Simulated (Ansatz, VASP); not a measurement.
ZnO5: VASP beside Ansatz

```
Zn O
1.0
     5.34475    0.00000    0.00000
    -2.67238    4.62869    0.00000
     0.00000    0.00000    2.85763
Zn O
1 5
Direct
  0.00000 0.00000 0.00000
  0.27564 0.00000 0.50000
  0.72436 0.72436 0.50000
  0.00000 0.27564 0.50000
  0.33333 0.66667 0.00000
  0.66667 0.33333 0.00000
```

Change from the starting cell: species swapped into the Mg5Pd type (P-62m, No. 189).

Alike in both runs: functional PBE; k mesh 12 × 12 × 14; occupations gaussian, width 0.1 eV; collinear spin.

Ansatz relaxed the structure, and its values are those at the end. VASP's run is a single point on that final structure, the one shown.

```csv
,VASP,Ansatz
version,VASP 6.6.1,Ansatz 0.2.0
potentials or method,"VASP PAW PBE potentials, release 64 (Zn, O), cutoff 520 eV","scalar-relativistic, plane waves, PAW"
valence electrons in the cell,42,42
```

```csv
,VASP,Ansatz,Ansatz less VASP
gap on the k mesh at the Fermi level (eV),none,none,-
pressure (GPa),0.3,0.0,-0.27
rms of the force components (eV/Å),0.030,0.000,-0.0301
net moment per atom (μB),1.33,1.33,0.000
size of the moment on the site where the two differ most (μB),1.67,1.91,+0.240
```

Site moments also hang on the region over which each program counts them. A gap of «none» marks a metal or a gap that the smearing closes.
